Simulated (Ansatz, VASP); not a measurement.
Si: VASP beside Ansatz

```
Si
1.0
     3.81951    0.00000    0.00000
     0.00000    3.81951    0.00000
     0.00000    0.00000   21.06453
Si
5
Direct
  0.00000 0.50000 0.18989
  0.00000 0.00000 0.25400
  0.50000 0.00000 0.32028
  0.50000 0.50000 0.38285
  0.87500 0.87500 0.43222
```

Alike in both runs: task single point; functional LDA; k mesh 7 × 7 × 1; occupations gaussian, width 0.05 eV; collinear spin.

|  | VASP | Ansatz |
| --- | --- | --- |
| version | VASP 6.6.1 | Ansatz 0.2.0 |
| potentials or method | VASP PAW LDA potentials, release 64 (Si), cutoff 520 eV | scalar-relativistic, plane waves, PAW |
| valence electrons in the cell | 20 | 20 |

Ansatz gave:

* gap on the k mesh at the Fermi level (eV): none
* rms of the force components (eV/Å): 0.440
* net moment per atom (μB): 0.00

Question: Estimate VASP's values.

Answer: gap on the k mesh at the Fermi level (eV): none; rms of the force components (eV/Å): 0.441; net moment per atom (μB): 0.00.

Ansatz warns that its potentials were made for another functional, while VASP's fit it. LDA's correlation is that of Perdew and Zunger in VASP and of Perdew and Wang (1992) in Ansatz. Atom by atom the forces differ by 0.002 eV/Å (rms over components). A gap of «none» marks a metal or a gap that the smearing closes. Ansatz's warnings: seeded moment not kept.
